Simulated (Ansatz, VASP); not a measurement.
Two plane-wave programs on Ta

The input INCAR:

```
SYSTEM = Ta
PREC = Accurate
ENCUT = 520
EDIFF = 1E-7
ISMEAR = 0
SIGMA = 0.15
LREAL = .False.
LASPH = .True.
NELM = 60
ALGO = Fast
ISIF = 2
LWAVE = .False.
LCHARG = .False.
GGA = CA
NBANDS = 18
```

Contents of KPOINTS:

```
regular mesh
0
Gamma
  21 21 10
  0 0 0
```

File POSCAR:

```
Ta
1.0
    2.8096754255      0.0000000000      0.0000000000
   -1.4048377127      2.4332502948      0.0000000000
    0.0000000000      0.0000000000      5.5051931301
Ta
2
Direct
    0.6666666667      0.3333333333      0.7500000000
    0.3333333333      0.6666666667      0.2500000000
```

Input for Ansatz:

```yaml
crystal:
  lattice:
    - [2.8096754255, 0.0, 0.0]
    - [-1.4048377127, 2.4332502948, 0.0]
    - [0.0, 0.0, 5.5051931301]
  atoms:
    - { symbol: Ta, position: [0.6666666667, 0.3333333333, 0.75] }
    - { symbol: Ta, position: [0.3333333333, 0.6666666667, 0.25] }
basis:
  ecutwfc: 420
kpoints:
  mp_grid: { grid: [21, 21, 10] }
hamiltonian:
  xc: lda
scf:
  occupations: { method: gaussian, width: 0.15 }
output:
  forces: true
  stress: true
  eigenvalues: true
```

Alike in both runs: task single point; functional LDA; k mesh 21 × 21 × 10; occupations gaussian, width 0.15 eV; no spin polarisation.

|  | VASP | Ansatz |
| --- | --- | --- |
| version | VASP 6.6.1 | Ansatz 0.2.0 |
| potentials or method | VASP PAW LDA potentials, release 64 (Ta_pv), cutoff 520 eV | scalar-relativistic, plane waves, PAW |
| valence electrons in the cell | 22 | 26 |

Ansatz gave:

* gap on the k mesh at the Fermi level (eV): none
* pressure (GPa): -9.2
* traceless stress, the component that is largest in VASP (GPa): -11.61

Q: What did VASP give for the same quantities?

A: gap on the k mesh at the Fermi level (eV): none; pressure (GPa): -8.6; traceless stress, the component that is largest in VASP (GPa): -11.65.

LDA's correlation is that of Perdew and Zunger in VASP and of Perdew and Wang (1992) in Ansatz. A gap of «none» marks a metal or a gap that the smearing closes. VASP's potentials hold 22 valence electrons a cell and Ansatz's 26, so a difference there can come from the potentials and not from the codes.

Spin-orbit coupling is off throughout.
